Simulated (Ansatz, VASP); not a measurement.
This is a calculation of LiF for VASP 6.6.1.

The input POSCAR:

```
LiF
1.0
    0.0000000000      2.0140000000      2.0140000000
    2.0140000000      0.0000000000      2.0140000000
    2.0140000000      2.0140000000      0.0000000000
F Li
1 1
Direct
    0.5000000000      0.5000000000      0.5000000000
    0.0000000000      0.0000000000      0.0000000000
```

File INCAR.step1:

```
ALGO = Normal
EDIFF = 1E-5
ENCUT = 520
GGA = PE
ISIF = 2
ISMEAR = -1
LASPH = True
LCHARG = False
LREAL = False
LWAVE = True
NBANDS = 12
NELM = 80
PREC = Accurate
SIGMA = 0.05
```

File INCAR.step2:

```
AEXX = 0.1
ALGO = Normal
EDIFF = 1E-6
ENCUT = 520
GGA = PE
HFSCREEN = 0.2
ISIF = 2
ISMEAR = -1
ISTART = 1
LASPH = True
LCHARG = False
LHFCALC = True
LREAL = False
LWAVE = False
NBANDS = 12
NELM = 80
PREC = Accurate
PRECFOCK = Normal
SIGMA = 0.05
```

File KPOINTS:

```
k-points
0
Gamma
  6 6 6
```

Potentials or basis: VASP PAW PBE potentials, release 64 (F, Li_sv).

Run with:

```bash
$ cat potpaw_PBE.64/F/POTCAR potpaw_PBE.64/Li_sv/POTCAR > POTCAR
$ cp INCAR.step1 INCAR
$ mpirun -np 1 vasp_std > vasp.out
$ cp INCAR.step2 INCAR
$ mpirun -np 1 vasp_std > vasp.out
```

**Question.** Set up the same calculation for Ansatz 0.2.0. Potentials there: Ansatz PAW.

**Answer.** As run (the cutoff follows the program's own potentials):

Contents of input.yaml:

```yaml
crystal:
  lattice:
    - [0.0, 2.014, 2.014]
    - [2.014, 0.0, 2.014]
    - [2.014, 2.014, 0.0]
  atoms:
    - { symbol: F, position: [0.5, 0.5, 0.5] }
    - { symbol: Li, position: [0.0, 0.0, 0.0] }
hamiltonian:
  xc: { exchange: pbe, correlation: pbe, exx: { coeff: 0.1, omega: 0.2 } }
  pseudopotentials: { kind: paw }
kpoints:
  mp_grid: { grid: [6, 6, 6] }
scf:
  occupations: { method: fermi_dirac, width: 0.05 }
output:
  forces: true
  stress: true
  eigenvalues: true
```

Potentials or basis: Ansatz PAW.

Run with:

```bash
$ ansatz run input.yaml --threads 2 --pin off --max-ram 5632MiB --backend cpu --events-out ev --progress --plain --runs-dir out
```

Both were run:

|  | VASP | Ansatz | Ansatz less VASP |
| --- | --- | --- | --- |
| gap on the k mesh at the Fermi level (eV) | 10.01 | 10.01 | +0.004 |
| least direct gap on the mesh (eV) | 10.01 | 10.01 | +0.004 |

VASP's potentials were made for PBE, not for PBE-based screened hybrid.

The k mesh is coarse, so the values compare programs but aren't converged. Noted on VASP's run: the cutoff is short for stress, so the pressure is rough.
